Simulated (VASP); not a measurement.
AlN (wurtzite):

```
CELL_PARAMETERS angstrom
3.11000 0.00000 0.00000
-1.55500 2.69334 0.00000
0.00000 0.00000 4.98000
ATOMIC_POSITIONS crystal
Al 0.33333 0.66667 0.00000
Al 0.66667 0.33333 0.50000
N 0.33333 0.66667 0.38200
N 0.66667 0.33333 0.88200
```

| Quantity | Value |
| --- | --- |
| Program | VASP 6.6.1 |
| Task | relaxation of cell and atoms |
| Functional | PBE |
| Potentials or basis | VASP PAW PBE potentials, release 64 (Al, N) |
| Cutoff | 600 eV |
| k mesh | 8 × 8 × 5 |
| Occupations | gaussian, width 0.01 eV |
| Spin | no spin polarisation |

At the start: pressure 3.7 GPa; volume 10.43 Å³/atom.

Question: Where does the relaxation end?

Answer: Over 4 steps the energy falls by 2.2 meV/atom and the volume is 10.62 Å³/atom (+1.9 %); space group P6_3mc (No. 186, to 0.05 Å).

Step by step:
| step | energy change (eV) | largest force (eV/Å) | pressure (GPa) | volume (Å³) |
| --- | --- | --- | --- | --- |
| 1 | 0.0000 | 0.0086 | 3.74 | 41.71 |
| 2 | -0.0019 | 0.0088 | -3.11 | 43.20 |
| 3 | -0.0089 | 0.0085 | 0.00 | 42.49 |
| 4 | -0.0090 | 0.0086 | 0.00 | 42.50 |

Final structure:
```
Al N
1.0
     3.12860    0.00000    0.00000
    -1.56430    2.70944    0.00000
     0.00000    0.00000    5.01323
Al N
2 2
Direct
  0.33333 0.66667 0.00012
  0.66667 0.33333 0.50012
  0.33333 0.66667 0.38188
  0.66667 0.33333 0.88188
```
